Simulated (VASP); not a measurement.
Write the native input for VASP 6.6.1 that does the following.

```
Task                   : single point
Functional             : BLYP
Dispersion             : D4
Potentials or basis    : VASP PAW PBE potentials, release 64 (Sr_sv, O)
Cutoff                 : 520 eV
k mesh                 : 9 × 9 × 9
Occupations            : fermi-dirac, width 0.05 eV
Spin                   : no spin polarisation
Dipole correction      : no
Further INCAR settings : ALGO = Normal; EDIFF = 1e-06; NBANDS = 15
```

The structure of SrO lies in POSCAR:

```
SrO
1.0
    0.0000000000      2.5931049327      2.5931049327
    2.5931049327      0.0000000000      2.5931049327
    2.5931049327      2.5931049327      0.0000000000
Sr O
1 1
Direct
    0.5000000000      0.5000000000      0.5000000000
    0.0000000000      0.0000000000      0.0000000000
```

One way to write it, as run:

INCAR

```
PREC     = Accurate       # precision mode
ENCUT    = 520            # plane-wave cutoff, eV
EDIFF    = 1E-6           # SCF threshold, eV
ISMEAR   = -1             # smearing method
SIGMA    = 0.05           # smearing width, eV
LREAL    = False          # projectors in reciprocal space
LASPH    = True           # aspherical terms in the spheres
NELM     = 100            # most SCF steps
ALGO     = Normal         # electronic algorithm
ISIF     = 2              # what is computed and relaxed
LWAVE    = False          # write WAVECAR
LCHARG   = False          # write CHGCAR
GGA      = B5             # functional
ALDAX    = 1.0          
AGGAX    = 1.0          
AGGAC    = 1.0          
ALDAC    = 0.0          
IVDW     = 13             # dispersion correction
VDW_S6   = 1.0          
VDW_S8   = 2.34076671   
VDW_A1   = 0.44488865   
VDW_A2   = 4.0933009    
NBANDS   = 15             # bands
```

KPOINTS

```
Automatic mesh
0
Gamma
  9 9 9
```

Potentials or basis: VASP PAW PBE potentials, release 64 (Sr_sv, O).

Command:

```bash
$ cat potpaw_PBE.64/Sr_sv/POTCAR potpaw_PBE.64/O/POTCAR > POTCAR
$ mpirun -np 1 vasp_std > vasp.out
```

Results of the run:

```
Pressure                   : 0.5 GPa
Band gap on the k mesh     : 3.46 eV, indirect (least direct gap 3.57 eV)
Dispersion energy per atom : -0.301 eV
```

Caveat: the PAW data sets were made with another functional, which shifts forces and pressure a little.

Run time: 27 s on 1 thread of Intel Xeon 6975P-C (shared host), peak memory 0.17 GiB.
